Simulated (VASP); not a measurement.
Input of a VASP 6.6.1 run:

File INCAR:

```
SYSTEM = CdSe
PREC = Accurate
ENCUT = 520
EDIFF = 1E-6
ISMEAR = -1
SIGMA = 0.03
LREAL = .FALSE.
LASPH = .TRUE.
NELM = 100
ALGO = Normal
ISIF = 2
LWAVE = .FALSE.
LCHARG = .TRUE.
GGA = PE
LELF = .TRUE.
LVHAR = .TRUE.
NBANDS = 16
```

File KPOINTS:

```
Automatic mesh
0
G
  8 8 8
  0 0 0
```

File POSCAR:

```
CdSe
1.0
    0.0000000000      3.1106741371      3.1106741371
    3.1106741371      0.0000000000      3.1106741371
    3.1106741371      3.1106741371      0.0000000000
Cd Se
1 1
Direct
    0.0000000000      0.0000000000      0.0000000000
    0.2500000000      0.2500000000      0.2500000000
```

Potentials or basis: VASP PAW PBE potentials, release 64 (Cd, Se).

Launch:

```console
$ cat potpaw_PBE.64/Cd/POTCAR potpaw_PBE.64/Se/POTCAR > POTCAR
$ mpirun -np 1 vasp_std > vasp.out
```

(1) Predict the band gap on the k mesh.

(2) What does it give for the pressure?

## Answers

(1) 0.47 eV, direct.

(2) -0.3 GPa.
